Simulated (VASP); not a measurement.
# Pt (Fm-3m) in VASP: a series of runs

Pt is run at these levels: PBEsol; tasks: single point, relaxation of cell and atoms.

Everything below comes from runs of VASP 6.6.1. Logs are shortened: lines on timing, memory, paths and dates and some standing lists are left out, and cuts for length are marked.

## 1. The cell of the first run

Symmetry: Fm-3m, No. 225, cubic system. The conventional cell has a = 3.918 Å, b = 3.918 Å, c = 3.918 Å, α = 90.00°, β = 90.00°, γ = 90.00°. Pt (site symmetry m-3m) has 12 Pt at 2.77 Å within 3.7 Å.

## 2. Single point, PBEsol

Contents of INCAR:

```
ALGO     = Normal         # electronic algorithm
EDIFF    = 1E-6           # SCF threshold, eV
ENCUT    = 520            # plane-wave cutoff, eV
GGA      = PS             # functional
ISIF     = 2              # what is computed and relaxed
ISMEAR   = 0              # smearing method
LASPH    = True           # aspherical terms in the spheres
LCHARG   = False          # write CHGCAR
LREAL    = False          # projectors in reciprocal space
LWAVE    = False          # write WAVECAR
NBANDS   = 11             # bands
NELM     = 60             # most SCF steps
PREC     = Accurate       # precision mode
SIGMA    = 0.1            # smearing width, eV
```

Contents of KPOINTS:

```
k-points
0
Gamma
  18 18 18
```

Contents of POSCAR:

```
Pt
1.0
    0.0000000000      1.9590400304      1.9590400304
    1.9590400304      0.0000000000      1.9590400304
    1.9590400304      1.9590400304      0.0000000000
Pt
1
Direct
    0.0000000000      0.0000000000      0.0000000000
```

Potentials or basis: VASP PAW PBE potentials, release 64 (Pt).

Started as:

```console
$ cat potpaw_PBE.64/Pt/POTCAR > POTCAR
$ mpirun -np 1 vasp_std > vasp.out
```

OUTCAR:

```text
EDIFF = 1E-6
   ENCUT = 520
   GGA = PS
   ISIF = 2
   ISMEAR = 0
   LASPH = True
   LREAL = False
   NELM = 60
   PREC = Accurate

 ion  position               nearest neighbor table
   1  0.000  0.000  0.000-

  LATTYP: Found a face centered cubic cell.
 ALAT       =     3.9180800608

  Lattice vectors:

 A1 = (   0.0000000000,   1.9590400304,   1.9590400304)
 A2 = (   1.9590400304,   0.0000000000,   1.9590400304)
 A3 = (   1.9590400304,   1.9590400304,   0.0000000000)

Analysis of symmetry for initial positions (statically):
=====================================================================
 Subroutine PRICEL returns:
 Original cell was already a primitive cell.

 Routine SETGRP: Setting up the symmetry group for a
 face centered cubic supercell.

 Subroutine GETGRP returns: Found 48 space group operations
 (whereof 48 operations were pure point group operations)
 out of a pool of 48 trial point group operations.

The static configuration has the point symmetry O_h .

Analysis of symmetry for dynamics (positions and initial velocities):
=====================================================================
 Subroutine PRICEL returns:
 Original cell was already a primitive cell.

 Routine SETGRP: Setting up the symmetry group for a
 face centered cubic supercell.

 Subroutine GETGRP returns: Found 48 space group operations
 (whereof 48 operations were pure point group operations)
 out of a pool of 48 trial point group operations.

The dynamic configuration has the point symmetry O_h .

 Subroutine INISYM returns: Found 48 space group operations
 (whereof 48 operations are pure point group operations),
 and found     1 'primitive' translations

----------------------------------------------------------------------------------------

                                     Primitive cell

  volume of cell :      15.0370

  direct lattice vectors                    reciprocal lattice vectors
     0.000000000  1.959040030  1.959040030    -0.255227046  0.255227046  0.255227046
     1.959040030  0.000000000  1.959040030     0.255227046 -0.255227046  0.255227046
     1.959040030  1.959040030  0.000000000     0.255227046  0.255227046 -0.255227046

  length of vectors
     2.770500980  2.770500980  2.770500980     0.442066211  0.442066211  0.442066211

  position of ions in fractional coordinates (direct lattice)
     0.000000000  0.000000000  0.000000000

  ion indices of the primitive-cell ions
   primitive index   ion index
                 1           1

[... 78 lines left out ...]
   ISYM   =      2    0-nonsym 1-usesym 2-fastsym
   POTIM  = 0.5000    time-step for ionic-motion
   TEBEG  =    0.0;   TEEND  =   0.0 temperature during run
   PSTRESS=    0.0 pullay stress
   NELECT =      10.0000    total number of electrons
   NUPDOWN=      -1.0000    fix difference up-down
   EMIN   =  10.00;   EMAX   =-10.00  energy-range for DOS
   EFERMI =   0.00;   METHOD = LEGACY
   ISMEAR =     0;   SIGMA  =   0.10  broadening in eV -4-tet -1-fermi 0-gaus
   EFERMI_NEDOS =   21; number of points for ismear=-14 and -15
   IALGO  =     38    algorithm
   IMIX   =      4    mixing-type and parameters
     AMIX     =   0.40;   BMIX     =  1.00
     AMIX_MAG =   1.60;   BMIX_MAG =  1.00
  volume/ion in A,a.u.               =      15.04       101.47
  Fermi-wavevector in a.u.,A,eV,Ry     =   1.428965  2.700352 27.782285  2.041940
  Thomas-Fermi vector in A             =   2.548970
   LORBIT       =      0    0 simple, 1 ext, 2 COOP (PROOUT), +10 PAW based schemes
   GGA     = PS    functional components
   LHFCALC =     F    Hartree Fock is set to
   AEXX    =    0.0000 exact exchange contribution
   IVDW    =     0    specifies the selected vdW correction
   LEPSILON=     F    determine dielectric tensor
   LRPA    =     F    only Hartree local field effects (RPA)
 non-spin polarized calculation
 Gauss-broadening in eV      SIGMA  =   0.10
  energy-cutoff  :      520.00
  volume of cell :       15.04
 maximum number of plane-waves:       419
 NGX is ok and might be reduce to    24
   NGX = 11   NGY = 11   NGZ = 11

 number of electron      10.0000000 magnetization

 Free energy of the ion-electron system (eV)
  ---------------------------------------------------
  ext. energy  EPLUGINS =         0.00000000
  ---------------------------------------------------
  free energy    TOTEN  =        -6.96549300 eV

  energy without entropy =       -6.95485059  energy(sigma->0) =       -6.96017179

 E-fermi :  11.1544     XC(G=0): -13.6458

 val. band max:       11.1538535464   @ k =  -0.3333   0.3889   0.1111
 cond. band min:      11.1656364304   @ k =   0.3889   0.2222   0.0000
 fundamental gap:      0.0117828840
 Fermi energy:        11.1543657825

 k-point     1 :       0.0000    0.0000    0.0000
  band No.  band energies     occupation
      1       0.8236      2.00000
      2       7.3278      2.00000
      3       7.3278      2.00000
      4       7.3278      2.00000
      5       9.5165      2.00000
      6       9.5165      2.00000
      7      25.7693      0.00000
      8      30.7428      0.00000
      9      30.7428      0.00000
     10      30.7428      0.00000
     11      36.0524      0.00000
[... 309 lines left out ...]
 k-point    24 :      -0.2222    0.0556    0.0000
  band No.  band energies     occupation
      1       2.8790      2.00000
      2       6.8239      2.00000
      3       7.7245      2.00000
      4       7.7935      2.00000
      5       9.3150      2.00000
      6      10.0020      2.00000
      7      24.8107      0.00000
      8      27.6891      0.00000
      9      32.2109      0.00000
     10      33.6214      0.00000
     11      34.8794      0.00000

 [... further k-points ...]

------------------------ aborting loop because EDIFF is reached ----------------------------------------

  FORCE on cell =-STRESS in cart. coord.  units (eV):
  Direction    XX          YY          ZZ          XY          YZ          ZX
  --------------------------------------------------------------------------------------
  -------------------------------------------------------------------------------------
  Total       -0.0404103     -0.0404103     -0.0404103      0.0000000      0.0000000     -0.0000000
  in kB       -4.3056918     -4.3056918     -4.3056918      0.0000000      0.0000000     -0.0000000
  external PRESSURE =      -4.3056918 kB  Pullay stress =       0.0000000 kB

 VOLUME and BASIS-vectors are now :
 -----------------------------------------------------------------------------
  energy-cutoff  :      520.00
  volume of cell :       15.04
      direct lattice vectors                 reciprocal lattice vectors
     0.000000000  1.959040030  1.959040030    -0.255227046  0.255227046  0.255227046
     1.959040030  0.000000000  1.959040030     0.255227046 -0.255227046  0.255227046
     1.959040030  1.959040030  0.000000000     0.255227046  0.255227046 -0.255227046

 POSITION                                       TOTAL-FORCE (eV/Angst)
 -----------------------------------------------------------------------------------
      0.00000      0.00000      0.00000        -0.000000     -0.000000      0.000000
 -----------------------------------------------------------------------------------
    total drift:                               -0.000000      0.000000     -0.000000

  FREE ENERGIE OF THE ION-ELECTRON SYSTEM (eV)
  ---------------------------------------------------
  free  energy   TOTEN  =        -6.9654929991 eV

  energy  without entropy=       -6.9548505880  energy(sigma->0) =       -6.96017179
```

Wall time 65 s (1 thread of AMD EPYC 7R13, shared host); peak memory 0.14 GiB.

Results:

| Quantity | Value |
| --- | --- |
| Free energy | -6.9655 eV |
| Pressure | -0.4 GPa |
| Band gap on the k mesh | zero (band 5 reaches 11.65 eV, above the bottom of band 6 at 9.41 eV) |

Caveat: the PAW data sets were made with another functional, which shifts forces and pressure a little; spin-orbit coupling is left out, which moves the levels of the heavy elements.

## 3. Single point, PBEsol

This run uses another cell than the first one, of 15.08 Å³/atom, 1.003 times its volume.

Contents of INCAR:

```
SYSTEM = Pt
PREC = Accurate ; ENCUT = 520
EDIFF = 1E-7 ; ISMEAR = -1
SIGMA = 0.15 ; LREAL = .FALSE.
LASPH = .TRUE. ; NELM = 80
ALGO = Normal ; ISIF = 2
LWAVE = .FALSE. ; LCHARG = .TRUE.
GGA = PS ; LELF = .TRUE.
LVHAR = .TRUE. ; NBANDS = 11
```

Contents of KPOINTS:

```
regular mesh
0
G
  20 20 20
  0 0 0
```

Contents of POSCAR:

```
Pt
1.0
    0.0000000000      1.9609000050      1.9609000050
    1.9609000050      0.0000000000      1.9609000050
    1.9609000050      1.9609000050      0.0000000000
Pt
1
Direct
    0.0000000000      0.0000000000      0.0000000000
```

Potentials or basis: VASP PAW PBE potentials, release 64 (Pt).

Started as:

```console
$ cat potpaw_PBE.64/Pt/POTCAR > POTCAR
$ mpirun -np 1 vasp_std > vasp.out
```

Run time: 1.7 min. Hardware: 1 thread of AMD EPYC 7R13, shared host; peak memory 0.14 GiB.

Results (log left out):

| Property | Result |
| --- | --- |
| Free energy | -7.0246 eV |
| Pressure | -0.4 GPa |
| Band gap on the k mesh | zero (band 5 reaches 11.60 eV, above the bottom of band 6 at 9.36 eV) |

Levels at points of the mesh, in eV from the Fermi level:
```
           k point  band 2  band 3  band 4  band 5  band 6  band 7  band 8  band 9
(0.00, 0.00, 0.00)   -3.83   -3.83   -3.83   -1.65   -1.65   14.60   19.55   19.55
(0.50, 0.00, 0.00)   -3.89   -3.89   -0.58    0.02    0.02    5.78   14.15   18.92
(0.50, 0.50, 0.00)   -6.67   -0.01    0.47    0.47    1.68    8.80   11.31   11.31
```

Caveat: the PAW data sets were made with another functional, which shifts forces and pressure a little; spin-orbit coupling is left out, which moves the levels of the heavy elements.

(Part 1 of 3 ends here.)
